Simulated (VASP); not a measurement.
A run of VASP 6.6.1 is set up as follows.

File POSCAR:

```
PbS
1.0
    0.0000000000      2.9458450378      2.9458450378
    2.9458450378      0.0000000000      2.9458450378
    2.9458450378      2.9458450378      0.0000000000
Pb S
1 1
Direct
    0.0000000000      0.0000000000      0.0000000000
    0.5000000000      0.5000000000      0.5000000000
```

File INCAR.step1:

```
  PREC = Accurate
  ENCUT = 520
  EDIFF = 1E-5
  ISMEAR = -1
  SIGMA = 0.05
  LREAL = F
  LASPH = T
  NELM = 80
  ALGO = Normal
  ISIF = 2
  LWAVE = T
  LCHARG = F
  NBANDS = 17
  GGA = PE
```

INCAR.step2

```
  PREC = Accurate
  ENCUT = 520
  EDIFF = 1E-6
  ISMEAR = -1
  SIGMA = 0.05
  LREAL = F
  LASPH = T
  NELM = 80
  ALGO = Normal
  ISIF = 2
  LWAVE = F
  LCHARG = F
  GGA = B5
  LHFCALC = T
  AEXX = 0.2
  AGGAX = 0.72
  AGGAC = 0.81
  ALDAC = 0.19
  PRECFOCK = Normal
  NBANDS = 17
  ISTART = 1
```

Contents of KPOINTS:

```
regular mesh
0
Gamma
  4 4 4
```

Potentials or basis: VASP PAW PBE potentials, release 64 (Pb_d, S).

Launch:

```bash
$ cat potpaw_PBE.64/Pb_d/POTCAR potpaw_PBE.64/S/POTCAR > POTCAR
$ cp INCAR.step1 INCAR
$ mpirun -np 1 vasp_std > vasp.out
$ cp INCAR.step2 INCAR
$ mpirun -np 1 vasp_std > vasp.out
```

Q: What does it give for the pressure?

A: 6.1 GPa.

Q: Estimate the band gap on the k mesh.

A: 1.30 eV.

Caveat: the k points lie up to 0.46 Å⁻¹ apart; the PAW data sets were made with another functional, which shifts forces and pressure a little; spin-orbit coupling is left out, which moves the levels of the heavy elements. A k mesh can miss the band edges.
